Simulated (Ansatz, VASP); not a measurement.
## Two plane-wave programs on V

```xyz
1
Lattice="2.6014 0.0000 0.0000 -1.3007 2.2529 0.0000 0.0000 0.0000 2.4192" Properties=species:S:1:pos:R:3 pbc="T T T"
V     0.0000    0.0000    1.2096
```

Alike in both runs: functional PBE; k mesh 24 × 24 × 22; occupations gaussian, width 0.1 eV; no spin polarisation.

Ansatz relaxed the structure, and its values are those at the end. VASP's run is a single point on that final structure, the one shown.

```csv
,VASP,Ansatz
version,VASP 6.6.1,Ansatz 0.2.0
potentials or method,"VASP PAW PBE potentials, release 64 (V_sv), cutoff 520 eV","scalar-relativistic, plane waves, PAW"
valence electrons in the cell,13,13
```

```tsv
	VASP	Ansatz	Ansatz less VASP
gap on the k mesh at the Fermi level (eV)	none	none	-
pressure (GPa)	0.3	0.0	-0.26
```

A gap of «none» marks a metal or a gap that the smearing closes. With one functional, cell and mesh, what is left measures potentials, basis and numerics.
